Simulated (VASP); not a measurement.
# Al2Ru (I4/mmm) in VASP: a series of runs

Al2Ru is run at these levels: r2SCAN; tasks: single point.

Everything below comes from runs of VASP 6.6.1. Logs are shortened: lines on timing, memory, paths and dates and some standing lists are left out, and cuts for length are marked.

## (1) The cell of the first run

Symmetry: I4/mmm, No. 139, tetragonal system. The conventional cell has a = 3.122 Å, b = 3.122 Å, c = 8.444 Å, α = 90.00°, β = 90.00°, γ = 90.00°. Al (site symmetry 4mm) has 5 Ru at 2.58 to 2.88 Å and 9 Al at 2.69 to 3.12 Å within 3.4 Å. Within 3.4 Å of Ru (site symmetry 4/mmm) lie 10 Al at 2.58 to 2.88 Å and 4 Ru at 3.12 Å.

## (2) Single point, r2SCAN

POSCAR

```
Al2Ru
1.0
   -1.5609713034      1.5609713034      4.2222304652
    1.5609713034     -1.5609713034      4.2222304652
    1.5609713034      1.5609713034     -4.2222304652
Al Ru
2 1
Direct
    0.6590889260      0.6590889260      0.0000000000
    0.3409110740      0.3409110740      0.0000000000
    0.0000000000      0.0000000000      0.0000000000
```

INCAR.step1

```
SYSTEM = Al2Ru
PREC = Accurate ; ENCUT = 520
ISMEAR = -1 ; SIGMA = 0.05
LREAL = .FALSE. ; LASPH = .TRUE.
NELM = 80 ; NBANDS = 17
GGA = PE ; ALGO = Normal
EDIFF = 1E-4 ; LWAVE = .TRUE.
LCHARG = .FALSE.
```

INCAR.step2

```
SYSTEM = Al2Ru
PREC = Accurate ; ENCUT = 520
EDIFF = 1E-6 ; ISMEAR = -1
SIGMA = 0.05 ; LREAL = .FALSE.
LASPH = .TRUE. ; NELM = 80
ALGO = Normal ; ISIF = 2
LWAVE = .FALSE. ; LCHARG = .TRUE.
METAGGA = R2SCAN ; LMIXTAU = .TRUE.
LELF = .TRUE. ; LVHAR = .TRUE.
NBANDS = 17 ; ISTART = 1
```

KPOINTS

```
Automatic mesh
0
G
  16 16 16
  0 0 0
```

Potentials or basis: VASP PAW PBE potentials, release 64 (Al, Ru_pv).

The run is started by

```
> cat potpaw_PBE.64/Al/POTCAR potpaw_PBE.64/Ru_pv/POTCAR > POTCAR
> cp INCAR.step1 INCAR
> mpirun -np 1 vasp_std > vasp.out
> cp INCAR.step2 INCAR
> mpirun -np 1 vasp_std > vasp.out
```

OUTCAR:

```text
SYSTEM = Al2Ru
   PREC = Accurate
   ENCUT = 520
   EDIFF = 1E-6
   ISMEAR = -1
   LREAL = .FALSE.
   LASPH = .TRUE.
   NELM = 80
   ISIF = 2
   METAGGA = R2SCAN
   ISTART = 1

 ion  position               nearest neighbor table
   1  0.659  0.659  0.000-   3 2.58   3 2.58   3 2.58   3 2.58   2 2.69   2 2.69   2 2.69   2 2.69
                             2 2.69   3 2.88
   2  0.341  0.341  0.000-   3 2.58   3 2.58   3 2.58   3 2.58   1 2.69   1 2.69   1 2.69   1 2.69
                             1 2.69   3 2.88
   3  0.000  0.000  0.000-   1 2.58   1 2.58   1 2.58   2 2.58   1 2.58   2 2.58   2 2.58   2 2.58
                             1 2.88   2 2.88

  LATTYP: Found a body centered tetragonal cell.
 ALAT       =     3.1219426068
 C/A-ratio  =     2.7048738539

  Lattice vectors:

 A1 = (  -1.5609713034,   1.5609713034,   4.2222304652)
 A2 = (   1.5609713034,  -1.5609713034,   4.2222304652)
 A3 = (   1.5609713034,   1.5609713034,  -4.2222304652)

Analysis of symmetry for initial positions (statically):
=====================================================================
 Subroutine PRICEL returns:
 Original cell was already a primitive cell.

 Routine SETGRP: Setting up the symmetry group for a
 body centered tetragonal supercell.

 Subroutine GETGRP returns: Found 16 space group operations
 (whereof 16 operations were pure point group operations)
 out of a pool of 16 trial point group operations.

The static configuration has the point symmetry D_4h.

Analysis of symmetry for dynamics (positions and initial velocities):
=====================================================================
 Subroutine PRICEL returns:
 Original cell was already a primitive cell.

 Routine SETGRP: Setting up the symmetry group for a
 body centered tetragonal supercell.

 Subroutine GETGRP returns: Found 16 space group operations
 (whereof 16 operations were pure point group operations)
 out of a pool of 16 trial point group operations.

The dynamic configuration has the point symmetry D_4h.

 Subroutine INISYM returns: Found 16 space group operations
 (whereof 16 operations are pure point group operations),
 and found     1 'primitive' translations

----------------------------------------------------------------------------------------

                                     Primitive cell

  volume of cell :      41.1521

  direct lattice vectors                    reciprocal lattice vectors
    -1.560971303  1.560971303  4.222230465     0.000000000  0.320313384  0.118420821
     1.560971303 -1.560971303  4.222230465     0.320313384  0.000000000  0.118420821
     1.560971303  1.560971303 -4.222230465     0.320313384  0.320313384  0.000000000

  length of vectors
     4.764503429  4.764503429  4.764503429     0.341502789  0.341502789  0.452991531

  position of ions in fractional coordinates (direct lattice)
     0.659088926  0.659088926  0.000000000
     0.340911074  0.340911074  0.000000000
     0.000000000  0.000000000  0.000000000

  ion indices of the primitive-cell ions
   primitive index   ion index
                 1           1
                 2           2
                 3           3

----------------------------------------------------------------------------------------

 KPOINTS: Automatic mesh

Automatic generation of k-mesh.
 Grid dimensions read from file:
 generate k-points for:   16   16   16

 Generating k-lattice:

  Cartesian coordinates                     Fractional coordinates (reciprocal lattice)
     0.000000000  0.020019586  0.007401301     0.062500000  0.000000000 -0.000000000
     0.020019586  0.000000000  0.007401301     0.000000000  0.062500000 -0.000000000
     0.020019586  0.020019586  0.000000000     0.000000000  0.000000000  0.062500000

  Length of vectors
     0.021343924  0.021343924  0.028311971

  Shift w.r.t. Gamma in fractional coordinates (k-lattice)
     0.000000000  0.000000000  0.000000000

 Subroutine IBZKPT returns following result:
 ===========================================

 Found    349 irreducible k-points:

 Following reciprocal coordinates:
            Coordinates               Weight
  0.000000  0.000000  0.000000      1.000000
  0.062500  0.000000  0.000000      8.000000
  0.125000  0.000000  0.000000      8.000000
  0.187500 -0.000000  0.000000      8.000000
  0.250000  0.000000  0.000000      8.000000
  0.312500 -0.000000  0.000000      8.000000
[... 16 lines left out ...]
 -0.125000  0.062500  0.000000     16.000000
 -0.062500  0.062500  0.000000      4.000000
 [... further k-points ...]
   k-points           NKPTS =    349   k-points in BZ     NKDIM =    349   number of bands    NBANDS=     17
   number of dos      NEDOS =    301   number of ions     NIONS =      3
   total plane-waves  NPLWV =  46656
   dimension x,y,z NGX =    36 NGY =   36 NGZ =   36
   dimension x,y,z NGXF=    72 NGYF=   72 NGZF=   72
   ions per type =               2   1
   NGX,Y,Z   is equivalent  to a cutoff of  12.56, 12.56, 12.56 a.u.
   NGXF,Y,Z  is equivalent  to a cutoff of  25.12, 25.12, 25.12 a.u.
 SYSTEM =  Al2Ru
   PREC   = accura    normal or accurate (medium, high low for compatibility)
   ISTART =      1    job   : 0-new  1-cont  2-samecut
   ICHARG =      0    charge: 1-file 2-atom 10-const
   ISPIN  =      1    spin polarized calculation?
   LNONCOLLINEAR =      F non collinear calculations
   LSORBIT =      F    spin-orbit coupling
   LASPH  =      T    aspherical Exc in radial PAW
   ENCUT  =  520.0 eV  38.22 Ry    6.18 a.u.   8.86  8.86  8.86*2*pi/ulx,y,z
   NELM   =     80;   NELMIN=  2; NELMDL=  0     # of ELM steps
   EDIFF  = 0.1E-05   stopping-criterion for ELM
   LREAL  =      F    real-space projection
[... 7 lines left out ...]
   TEBEG  =    0.0;   TEEND  =   0.0 temperature during run
   PSTRESS=    0.0 pullay stress
   NELECT =      20.0000    total number of electrons
   NUPDOWN=      -1.0000    fix difference up-down
   EMIN   =  10.00;   EMAX   =-10.00  energy-range for DOS
   EFERMI =   0.00;   METHOD = LEGACY
   ISMEAR =    -1;   SIGMA  =   0.05  broadening in eV -4-tet -1-fermi 0-gaus
   EFERMI_NEDOS =   21; number of points for ismear=-14 and -15
   IALGO  =     38    algorithm
   IMIX   =      4    mixing-type and parameters
     AMIX     =   0.40;   BMIX     =  1.00
     AMIX_MAG =   1.60;   BMIX_MAG =  1.00
  volume/ion in A,a.u.               =      13.72        92.57
  Fermi-wavevector in a.u.,A,eV,Ry     =   1.287126  2.432315 22.540665  1.656692
  Thomas-Fermi vector in A             =   2.419159
   LORBIT       =      0    0 simple, 1 ext, 2 COOP (PROOUT), +10 PAW based schemes
   METAGGA = R2SCAN    functional components
   LHFCALC =     F    Hartree Fock is set to
   AEXX    =    0.0000 exact exchange contribution
   IVDW    =     0    specifies the selected vdW correction
   LEPSILON=     F    determine dielectric tensor
   LRPA    =     F    only Hartree local field effects (RPA)
 non-spin polarized calculation
  energy-cutoff  :      520.00
  volume of cell :       41.15
 maximum number of plane-waves:      1126
   NGX = 17   NGY = 17   NGZ = 17

 number of electron      19.9999999 magnetization

 Free energy of the ion-electron system (eV)
  ---------------------------------------------------
  ext. energy  EPLUGINS =         0.00000000
  ---------------------------------------------------
  free energy    TOTEN  =       -41.17473686 eV

  energy without entropy =      -41.17359120  energy(sigma->0) =      -41.17416403

 E-fermi :  10.5931     XC(G=0): -12.8589

 val. band max:       10.5390292673   @ k =  -0.1875   0.1875   0.0000
 cond. band min:      10.6627175101   @ k =   0.5000   0.5000   0.1875
 fundamental gap:      0.1236882428
 Fermi energy:        10.5930759100

 k-point     1 :       0.0000    0.0000    0.0000
  band No.  band energies     occupation
      1     -33.4804      2.00000
      2     -33.4804      2.00000
      3     -33.3980      2.00000
      4      -0.9893      2.00000
      5       4.8261      2.00000
      6       6.6485      2.00000
[... 9 lines left out ...]
     16      17.1912      0.00000
     17      18.9962      0.00000

 k-point     2 :       0.0625    0.0000    0.0000
  band No.  band energies     occupation
      1     -33.4861      2.00000
      2     -33.4799      2.00000
      3     -33.3975      2.00000
      4      -0.9116      2.00000
      5       4.8619      2.00000
      6       6.6742      2.00000
[... 9 lines left out ...]
     16      17.5288      0.00000
     17      19.6219      0.00000

 k-point     3 :       0.1250    0.0000    0.0000
  band No.  band energies     occupation
      1     -33.5021      2.00000
      2     -33.4785      2.00000
      3     -33.3959      2.00000
      4      -0.6805      2.00000
      5       4.9614      2.00000
      6       6.7386      2.00000
[... 9 lines left out ...]
     16      18.1604      0.00000
     17      19.9224      0.00000

 k-point     4 :       0.1875   -0.0000    0.0000
  band No.  band energies     occupation
      1     -33.5260      2.00000
      2     -33.4764      2.00000
      3     -33.3936      2.00000
      4      -0.3015      2.00000
      5       5.0965      2.00000
      6       6.7460      2.00000
[... 9 lines left out ...]
     16      19.0038      0.00000
     17      19.9225      0.00000
[... 343 lines left out ...]
      1     -33.5254      2.00000
      2     -33.4820      2.00000
      3     -33.3929      2.00000
      4      -0.2807      2.00000
      5       5.2757      2.00000
      6       6.8014      2.00000
[... 9 lines left out ...]
     16      19.0786      0.00000
     17      19.9226      0.00000

 k-point    23 :      -0.1250    0.0625    0.0000
  band No.  band energies     occupation
      1     -33.5016      2.00000
      2     -33.4841      2.00000
      3     -33.3953      2.00000
      4      -0.6409      2.00000
      5       5.0919      2.00000
      6       6.7819      2.00000
[... 9 lines left out ...]
     16      18.6023      0.00000
     17      20.1585      0.00000

 k-point    24 :      -0.0625    0.0625    0.0000
  band No.  band energies     occupation
      1     -33.4858      2.00000
      2     -33.4854      2.00000
      3     -33.3969      2.00000
      4      -0.8529      2.00000
      5       4.9449      2.00000
      6       6.7057      2.00000
[... 9 lines left out ...]
     16      18.0269      0.00000
     17      19.9905      0.00000

 [... further k-points ...]
[... 5 lines left out ...]
  --------------------------------------------------------------------------------------
  -------------------------------------------------------------------------------------
  Total       -0.0179696     -0.0179696     -0.0403730      0.0000000      0.0000000      0.0000000
  in kB       -0.6996138     -0.6996138     -1.5718443      0.0000000      0.0000000      0.0000000
  external PRESSURE =      -0.9903573 kB  Pullay stress =       0.0000000 kB

 VOLUME and BASIS-vectors are now :
 -----------------------------------------------------------------------------
  energy-cutoff  :      520.00
  volume of cell :       41.15
      direct lattice vectors                 reciprocal lattice vectors
    -1.560971303  1.560971303  4.222230465     0.000000000  0.320313384  0.118420821
     1.560971303 -1.560971303  4.222230465     0.320313384  0.000000000  0.118420821
     1.560971303  1.560971303 -4.222230465     0.320313384  0.320313384  0.000000000

 POSITION                                       TOTAL-FORCE (eV/Angst)
 -----------------------------------------------------------------------------------
      0.00000      0.00000      5.56565         0.000000      0.000000      0.012619
      0.00000      0.00000      2.87881        -0.000000     -0.000000     -0.012619
      0.00000      0.00000      0.00000         0.000000      0.000000     -0.000000
 -----------------------------------------------------------------------------------
    total drift:                               -0.000000     -0.000000      0.000000

  FREE ENERGIE OF THE ION-ELECTRON SYSTEM (eV)
  ---------------------------------------------------
  free  energy   TOTEN  =       -41.1747368565 eV

  energy  without entropy=      -41.1735912002  energy(sigma->0) =      -41.17416403
```

Wall time 25 min (1 thread of Oxide Virtual Turin-like, shared host); peak memory 0.36 GiB.

What came out:

* Free energy: -41.1747 eV
* Pressure: -0.1 GPa
* Largest force: 0.013 eV/Å
* Band gap on the k mesh: zero (bands 10 and 11 overlap by 0.02 eV)

Forces in eV/Å, atoms in the order of the input:
```
Al   0.000  0.000  0.013
Al   0.000  0.000 -0.013
Ru   0.000  0.000  0.000
```

Stress tensor (GPa, compression positive):
```
-0.07  0.00  0.00
 0.00 -0.07  0.00
 0.00  0.00 -0.16
```

Caveat: the PAW data sets were made with another functional, which shifts forces and pressure a little.

## (3) Single point, r2SCAN

POSCAR is that of step 2.

INCAR.step1

```
PREC = Accurate
ENCUT = 520
ISMEAR = -1
SIGMA = 0.01
LREAL = F
LASPH = T
NELM = 100
NBANDS = 17
GGA = PE
ALGO = Normal
EDIFF = 1E-4
LWAVE = T
LCHARG = F
```

INCAR.step2

```
PREC = Accurate
ENCUT = 520
EDIFF = 1E-6
ISMEAR = -1
SIGMA = 0.01
LREAL = F
LASPH = T
NELM = 100
ALGO = Normal
ISIF = 2
LWAVE = F
LCHARG = F
METAGGA = R2SCAN
LMIXTAU = T
NBANDS = 17
ISTART = 1
```

KPOINTS

```
Automatic mesh
0
Gamma
  16 16 16
```

Potentials or basis: VASP PAW PBE potentials, release 64 (Al, Ru_pv).

The run is started by

```
> cat potpaw_PBE.64/Al/POTCAR potpaw_PBE.64/Ru_pv/POTCAR > POTCAR
> cp INCAR.step1 INCAR
> mpirun -np 1 vasp_std > vasp.out
> cp INCAR.step2 INCAR
> mpirun -np 1 vasp_std > vasp.out
```

Run time: 28 min. Hardware: 1 thread of Oxide Virtual Turin-like, shared host; peak memory 0.36 GiB.

Results (log left out):

- Free energy: -41.1743 eV
- Pressure: -0.1 GPa
- Largest force: 0.016 eV/Å
- Band gap on the k mesh: zero (bands 10 and 11 overlap by 0.02 eV)

Forces on the atoms (eV/Å):
```
Al   0.000  0.000  0.016
Al   0.000  0.000 -0.016
Ru   0.000  0.000  0.000
```

Levels at points of the mesh, in eV from the Fermi level:
| k point | band 6 | band 7 | band 8 | band 9 | band 10 | band 11 | band 12 | band 13 | band 14 | band 15 |
| --- | --- | --- | --- | --- | --- | --- | --- | --- | --- | --- |
| (0.00, 0.00, 0.00) | -4.02 | -2.26 | -2.26 | -2.16 | -1.23 | 2.46 | 4.67 | 6.37 | 6.37 | 6.53 |
| (0.50, 0.00, 0.00) | -4.94 | -3.16 | -3.08 | -2.89 | -1.68 | 0.61 | 3.16 | 5.24 | 7.35 | 8.92 |
| (0.50, 0.50, 0.00) | -3.88 | -3.78 | -3.34 | -1.31 | -0.54 | 0.33 | 1.92 | 1.94 | 4.87 | 5.57 |
| (0.50, 0.50, 0.50) | -4.20 | -2.83 | -1.81 | -1.81 | -1.21 | 3.28 | 3.28 | 6.42 | 6.80 | 8.88 |

Caveat: the PAW data sets were made with another functional, which shifts forces and pressure a little.

The gap in the log of VASP goes by the Fermi energy; the results here count the filled bands.